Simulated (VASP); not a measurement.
A run of VASP 6.6.1 is set up as follows.

Contents of INCAR:

```
SYSTEM = BAs
PREC = Accurate
ENCUT = 500
EDIFF = 1E-8
ISMEAR = 0
SIGMA = 0.01
LREAL = .FALSE.
LASPH = .TRUE.
NELM = 120
ALGO = Normal
ISIF = 2
LWAVE = .FALSE.
LCHARG = .FALSE.
GGA = CA
NBANDS = 11
IBRION = 8
NSW = 1
GGA_COMPAT = .FALSE.
```

The input KPOINTS:

```
regular mesh
0
G
  4 4 4
  0 0 0
```

POSCAR

```
BAs
1.0
    0.0000000000      2.3693116970      2.3693116970
    2.3693116970      0.0000000000      2.3693116970
    2.3693116970      2.3693116970      0.0000000000
B As
1 1
Direct
    0.0000000000      0.0000000000      0.0000000000
    0.2500000000      0.2500000000      0.2500000000
```

Potentials or basis: VASP PAW LDA potentials, release 64 (B, As).

Run with:

```sh
$ cat potpaw_LDA.64/B/POTCAR potpaw_LDA.64/As/POTCAR > POTCAR
$ mpirun -np 1 vasp_std > vasp.out
```

Problem. Estimate the highest phonon frequency at Γ, LO-TO splitting left out.

Solution. 717 cm⁻¹.

Phonon frequencies in cm⁻¹ (negative: imaginary):
| q point | frequencies |
| --- | --- |
| (0.000, 0.000, 0.000) | 0 0 0 717 717 717 |

Caveat: the k points lie up to 0.57 Å⁻¹ apart.
